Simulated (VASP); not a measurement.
# P (R-3m) in VASP: single point with PBE+D3(BJ)

Aim: the single point of P with PBE+D3(BJ).

All numbers are computed with VASP 6.6.1; they aren't measurements. Logs are shortened: lines on timing, memory, paths and dates and some standing lists are left out, and cuts for length are marked.

**1. The cell of the first run**

Symmetry: R-3m, No. 166, trigonal system. The conventional cell has a = 3.414 Å, b = 3.414 Å, c = 8.424 Å, α = 90.00°, β = 90.00°, γ = 120.00°. P (site symmetry 3m) has 6 P at 2.32 to 2.53 Å within 3.1 Å.

**2. Single point, PBE+D3(BJ) (volume scaled by 0.960)**

The input, INCAR:

```
SYSTEM = P
PREC = Accurate
ENCUT = 520
EDIFF = 1E-6
ISMEAR = 0
SIGMA = 0.05
LREAL = .False.
LASPH = .True.
NELM = 80
ALGO = Normal
ISIF = 2
LWAVE = .False.
LCHARG = .True.
GGA = PE
IVDW = 12
LELF = .True.
LVHAR = .True.
NBANDS = 12
```

The input, KPOINTS:

```
Automatic mesh
0
Gamma
  16 16 16
  0 0 0
```

The input, POSCAR:

```
P
1.0
    1.7069301507      0.9854965820      2.8078590549
   -1.7069301507      0.9854965820      2.8078590549
    0.0000000000     -1.9709931640      2.8078590549
P
2
Direct
    0.2393260839      0.2393260839      0.2393260839
    0.7606739161      0.7606739161      0.7606739161
```

Potentials or basis: VASP PAW PBE potentials, release 64 (P).

Started as:

```
$ cat potpaw_PBE.64/P/POTCAR > POTCAR
$ mpirun -np 1 vasp_std > vasp.out
```

OUTCAR:

```text
SYSTEM = P
   PREC = Accurate
   ENCUT = 520
   EDIFF = 1E-6
   ISMEAR = 0
   LREAL = .False.
   LASPH = .True.
   NELM = 80
   ISIF = 2
   GGA = PE
   IVDW = 12
 IVDW          = 12

 ion  position               nearest neighbor table
   1  0.239  0.239  0.239-   2 2.32   2 2.32   2 2.32   2 2.53   2 2.53   2 2.53
   2  0.761  0.761  0.761-   1 2.32   1 2.32   1 2.32   1 2.53   1 2.53   1 2.53

  LATTYP: Found a trigonal (rhomboedric) cell.
 ALAT       =     3.4305810768
 COS(alpha) =     0.5048621578

  Lattice vectors:

 A1 = (   1.7069301507,   0.9854965820,   2.8078590549)
 A2 = (  -1.7069301507,   0.9854965820,   2.8078590549)
 A3 = (   0.0000000000,  -1.9709931640,   2.8078590549)

Analysis of symmetry for initial positions (statically):
=====================================================================
 Subroutine PRICEL returns:
 Original cell was already a primitive cell.

 Routine SETGRP: Setting up the symmetry group for a
 trigonal (rhombohedral) supercell.

 Subroutine GETGRP returns: Found 12 space group operations
 (whereof 12 operations were pure point group operations)
 out of a pool of 12 trial point group operations.

The static configuration has the point symmetry D_3d.

Analysis of symmetry for dynamics (positions and initial velocities):
=====================================================================
 Subroutine PRICEL returns:
 Original cell was already a primitive cell.

 Routine SETGRP: Setting up the symmetry group for a
 trigonal (rhombohedral) supercell.

 Subroutine GETGRP returns: Found 12 space group operations
 (whereof 12 operations were pure point group operations)
 out of a pool of 12 trial point group operations.

The dynamic configuration has the point symmetry D_3d.

 Subroutine INISYM returns: Found 12 space group operations
 (whereof 12 operations are pure point group operations),
 and found     1 'primitive' translations

----------------------------------------------------------------------------------------

                                     Primitive cell

  volume of cell :      28.3398

  direct lattice vectors                    reciprocal lattice vectors
     1.706930151  0.985496582  2.807859055     0.292923527  0.169119477  0.118714411
    -1.706930151  0.985496582  2.807859055    -0.292923527  0.169119477  0.118714411
     0.000000000 -1.970993164  2.807859055     0.000000000 -0.338238954  0.118714411

  length of vectors
     3.430581077  3.430581077  3.430581077     0.358467155  0.358467155  0.358467155

  position of ions in fractional coordinates (direct lattice)
     0.239326084  0.239326084  0.239326084
     0.760673916  0.760673916  0.760673916

  ion indices of the primitive-cell ions
   primitive index   ion index
                 1           1
                 2           2

----------------------------------------------------------------------------------------

 KPOINTS: Automatic mesh

Automatic generation of k-mesh.
 Grid dimensions read from file:
 generate k-points for:   16   16   16

 Generating k-lattice:

  Cartesian coordinates                     Fractional coordinates (reciprocal lattice)
     0.018307720  0.010569967  0.007419651     0.062500000 -0.000000000  0.000000000
    -0.018307720  0.010569967  0.007419651    -0.000000000  0.062500000  0.000000000
     0.000000000 -0.021139935  0.007419651     0.000000000  0.000000000  0.062500000

  Length of vectors
     0.022404197  0.022404197  0.022404197

  Shift w.r.t. Gamma in fractional coordinates (k-lattice)
     0.000000000  0.000000000  0.000000000

 Subroutine IBZKPT returns following result:
 ===========================================

 Found    417 irreducible k-points:

 Following reciprocal coordinates:
            Coordinates               Weight
  0.000000  0.000000  0.000000      1.000000
  0.062500 -0.000000  0.000000      6.000000
  0.125000 -0.000000  0.000000      6.000000
  0.187500  0.000000  0.000000      6.000000
  0.250000 -0.000000  0.000000      6.000000
  0.312500  0.000000 -0.000000      6.000000
[... 16 lines left out ...]
 -0.125000  0.062500  0.000000     12.000000
 -0.062500  0.062500  0.000000      6.000000
 [... further k-points ...]
   k-points           NKPTS =    417   k-points in BZ     NKDIM =    417   number of bands    NBANDS=     12
   number of dos      NEDOS =    301   number of ions     NIONS =      2
   total plane-waves  NPLWV =  21952
   dimension x,y,z NGX =    28 NGY =   28 NGZ =   28
   dimension x,y,z NGXF=    56 NGYF=   56 NGZF=   56
   ions per type =               2
   NGX,Y,Z   is equivalent  to a cutoff of  13.57, 13.57, 13.57 a.u.
   NGXF,Y,Z  is equivalent  to a cutoff of  27.14, 27.14, 27.14 a.u.
 SYSTEM =  P
   PREC   = accura    normal or accurate (medium, high low for compatibility)
   ISTART =      0    job   : 0-new  1-cont  2-samecut
   ICHARG =      2    charge: 1-file 2-atom 10-const
   ISPIN  =      1    spin polarized calculation?
   LNONCOLLINEAR =      F non collinear calculations
   LSORBIT =      F    spin-orbit coupling
   LASPH  =      T    aspherical Exc in radial PAW
   ENCUT  =  520.0 eV  38.22 Ry    6.18 a.u.   6.38  6.38  6.38*2*pi/ulx,y,z
   NELM   =     80;   NELMIN=  2; NELMDL= -5     # of ELM steps
   EDIFF  = 0.1E-05   stopping-criterion for ELM
   LREAL  =      F    real-space projection
   EDIFFG = 0.1E-04   stopping-criterion for IOM
   NSW    =      0    number of steps for IOM
   IBRION =     -1    ionic relax: 0-MD 1-quasi-New 2-CG
   NFREE  =      0    steps in history (QN), initial steepest desc. (CG)
   ISIF   =      2    stress and relaxation
   ISYM   =      2    0-nonsym 1-usesym 2-fastsym
   POTIM  = 0.5000    time-step for ionic-motion
   TEBEG  =    0.0;   TEEND  =   0.0 temperature during run
   PSTRESS=    0.0 pullay stress
   NELECT =      10.0000    total number of electrons
   NUPDOWN=      -1.0000    fix difference up-down
   EMIN   =  10.00;   EMAX   =-10.00  energy-range for DOS
   EFERMI =   0.00;   METHOD = LEGACY
   ISMEAR =     0;   SIGMA  =   0.05  broadening in eV -4-tet -1-fermi 0-gaus
   EFERMI_NEDOS =   21; number of points for ismear=-14 and -15
   IALGO  =     38    algorithm
   IMIX   =      4    mixing-type and parameters
     AMIX     =   0.40;   BMIX     =  1.00
     AMIX_MAG =   1.60;   BMIX_MAG =  1.00
  volume/ion in A,a.u.               =      14.17        95.62
  Fermi-wavevector in a.u.,A,eV,Ry     =   1.156846  2.186123 18.208589  1.338294
  Thomas-Fermi vector in A             =   2.293463
   LORBIT       =      0    0 simple, 1 ext, 2 COOP (PROOUT), +10 PAW based schemes
   GGA     = PE    functional components
   LHFCALC =     F    Hartree Fock is set to
   AEXX    =    0.0000 exact exchange contribution
   IVDW    =    12    specifies the selected vdW correction
   LEPSILON=     F    determine dielectric tensor
   LRPA    =     F    only Hartree local field effects (RPA)
 non-spin polarized calculation
 Gauss-broadening in eV      SIGMA  =   0.05
  energy-cutoff  :      520.00
  volume of cell :       28.34
 maximum number of plane-waves:       778
 NGX is ok and might be reduce to    28
   NGX = 13   NGY = 13   NGZ = 13

 number of electron      10.0000001 magnetization

 Free energy of the ion-electron system (eV)
  ---------------------------------------------------
  ext. energy  EPLUGINS =         0.00000000
  ---------------------------------------------------
  free energy    TOTEN  =       -10.55851088 eV

  energy without entropy =      -10.55779459  energy(sigma->0) =      -10.55815273

 E-fermi :  10.3313     XC(G=0): -11.3852

 val. band max:       10.3099080594   @ k =   0.4375   0.1875   0.1875
 cond. band min:      10.3330114322   @ k =   0.5000   0.1875   0.1250
 fundamental gap:      0.0231033728
 Fermi energy:        10.3312844932

 k-point     1 :       0.0000    0.0000    0.0000
  band No.  band energies     occupation
      1      -6.7874      2.00000
      2       7.7284      2.00000
      3       7.7284      2.00000
      4       7.8859      2.00000
      5       8.7155      2.00000
      6      13.5470      0.00000
      7      14.1778      0.00000
      8      14.1778      0.00000
      9      15.6757      0.00000
     10      15.6757      0.00000
     11      16.3895      0.00000
     12      16.9846      0.00000

 k-point     2 :       0.0625   -0.0000    0.0000
  band No.  band energies     occupation
      1      -6.7190      2.00000
      2       6.8183      2.00000
      3       7.7060      2.00000
      4       7.8494      2.00000
      5       9.4137      2.00000
      6      13.5412      0.00000
      7      14.1005      0.00000
      8      14.2204      0.00000
      9      15.1438      0.00000
     10      15.3246      0.00000
     11      15.8667      0.00000
     12      17.8699      0.00000

 k-point     3 :       0.1250   -0.0000    0.0000
  band No.  band energies     occupation
      1      -6.5140      2.00000
      2       5.4313      2.00000
      3       7.6506      2.00000
      4       7.8020      2.00000
      5      10.1086      2.00000
      6      13.2231      0.00000
      7      13.3998      0.00000
      8      14.2153      0.00000
      9      15.0307      0.00000
     10      15.1980      0.00000
     11      15.7996      0.00000
     12      19.3314      0.00000
[... 286 lines left out ...]
 k-point    23 :      -0.1250    0.0625    0.0000
  band No.  band energies     occupation
      1      -6.3538      2.00000
      2       4.8449      2.00000
      3       6.9980      2.00000
      4       8.1451      2.00000
      5      10.4246      0.00830
      6      12.4121      0.00000
      7      13.1328      0.00000
      8      14.2700      0.00000
      9      14.8600      0.00000
     10      16.0674      0.00000
     11      16.2092      0.00000
     12      19.0614      0.00000

 k-point    24 :      -0.0625    0.0625    0.0000
  band No.  band energies     occupation
      1      -6.6046      2.00000
      2       6.0635      2.00000
      3       7.3285      2.00000
      4       8.0071      2.00000
      5       9.9471      2.00000
      6      13.1991      0.00000
      7      13.8321      0.00000
      8      14.2225      0.00000
      9      14.8122      0.00000
     10      15.3611      0.00000
     11      16.1319      0.00000
     12      17.9919      0.00000

 [... further k-points ...]

------------------------ aborting loop because EDIFF is reached ----------------------------------------

 Edisp (eV)   -0.99758

 E8    (eV) :    -0.3771

  FORCE on cell =-STRESS in cart. coord.  units (eV):
  Direction    XX          YY          ZZ          XY          YZ          ZX
  --------------------------------------------------------------------------------------
  -------------------------------------------------------------------------------------
  Total       0.09071     0.09071     0.10036     0.00000     0.00000    -0.00000
  in kB       5.12825     5.12825     5.67406     0.00000     0.00000    -0.00000
  external pressure =        5.31 kB  Pullay stress =        0.00 kB

 VOLUME and BASIS-vectors are now :
 -----------------------------------------------------------------------------
  energy-cutoff  :      520.00
  volume of cell :       28.34
      direct lattice vectors                 reciprocal lattice vectors
     1.706930151  0.985496582  2.807859055     0.292923527  0.169119477  0.118714411
    -1.706930151  0.985496582  2.807859055    -0.292923527  0.169119477  0.118714411
     0.000000000 -1.970993164  2.807859055     0.000000000 -0.338238954  0.118714411

 POSITION                                       TOTAL-FORCE (eV/Angst)
 -----------------------------------------------------------------------------------
      0.00000      0.00000      2.01598         0.000000      0.000000     -0.035304
      0.00000      0.00000      6.40760         0.000000      0.000000      0.035304
 -----------------------------------------------------------------------------------
    total drift:                               -0.000000     -0.000000      0.000000

  FREE ENERGIE OF THE ION-ELECTRON SYSTEM (eV)
  ---------------------------------------------------
  free  energy   TOTEN  =       -11.5560877441 eV

  energy  without entropy=      -11.5553714558  energy(sigma->0) =      -11.55572960
```

Run time: 60 s. Hardware: 1 thread of Intel Xeon 6975P-C (Granite Rapids), shared host; peak memory 0.24 GiB.

What came out:

```yaml
Free_energy: -11.5561 eV
Pressure: 0.5 GPa
Largest_force: 0.035 eV/Å
Band_gap_on_the_k_mesh: zero (band 5 reaches 11.25 eV, above the bottom of band 6 at 9.28 eV)
Dispersion_energy_per_atom: -0.499 eV
```

Forces on the atoms (eV/Å):
```
P    0.000  0.000 -0.035
P    0.000  0.000  0.035
```

Caveat: pairwise dispersion overbinds metals, which lowers pressure and volume.
